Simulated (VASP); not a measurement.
A run of VASP 6.6.1 is set up as follows.

Contents of INCAR:

```
SYSTEM = Co
  PREC = Accurate
  ENCUT = 600
  EDIFF = 1E-6
  ISMEAR = -1
  SIGMA = 0.1
  LREAL = .FALSE.
  LASPH = .TRUE.
  NELM = 200
  ALGO = Normal
  ISIF = 2
  LWAVE = .FALSE.
  LCHARG = .FALSE.
  ISPIN = 2
  MAGMOM = 1.7 1.7
  LORBIT = 11
  LMAXMIX = 4
  GGA = PS
  NBANDS = 20
  GGA_COMPAT = .FALSE.
```

Contents of KPOINTS:

```
regular mesh
0
G
  20 20 11
  0 0 0
```

File POSCAR:

```
Co
1.0
    2.4563951624      0.0000000000      0.0000000000
   -1.2281975812      2.1273006124      0.0000000000
    0.0000000000      0.0000000000      3.9720894594
Co
2
Direct
    0.3333333333      0.6666666667      0.2500000000
    0.6666666667      0.3333333333      0.7500000000
```

Potentials or basis: VASP PAW PBE potentials, release 64 (Co).

The run is started by

```sh
$ cat potpaw_PBE.64/Co/POTCAR > POTCAR
$ mpirun -np 1 vasp_std > vasp.out
```

Problem. Predict the site moments.

Solution. Co +1.57 μB.

Problem. Predict the pressure.

Solution. -1.0 GPa.

Stress tensor (GPa, compression positive):
```
-0.98  0.00  0.00
 0.00 -0.98  0.00
 0.00  0.00 -1.11
```

Caveat: the PAW data sets were made with another functional, which shifts forces and pressure a little.
